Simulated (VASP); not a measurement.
Crystal: ZnSe.

```
CELL_PARAMETERS angstrom
0.00000 2.81478 2.81478
2.81478 0.00000 2.81478
2.81478 2.81478 0.00000
ATOMIC_POSITIONS crystal
Se 0.75000 0.75000 0.75000
Zn 0.00000 0.00000 0.00000
```

Base run:

| Property | Result |
| --- | --- |
| Program | VASP 6.6.1 |
| Functional | r2SCAN |
| Potentials or basis | VASP PAW PBE potentials, release 64 (Se, Zn) |
| Cutoff | 520 eV |
| k mesh | 8 × 8 × 8 |
| Occupations | fermi-dirac, width 0.05 eV |
| Spin | no spin polarisation |

Its results: band gap on the k mesh 1.96 eV; pressure 1.4 GPa.

Question: The run is repeated on the same cell with these changes: functional from r2SCAN to HSE06; k mesh from 8 × 8 × 8 to 4 × 4 × 4. What comes out?

Answer: Band gap on the k mesh 2.52 eV; pressure 2.9 GPa.

Several settings changed at once.

Caveats: some runs use coarse meshes; the PAW data sets were made with another functional, which shifts forces and pressure a little.

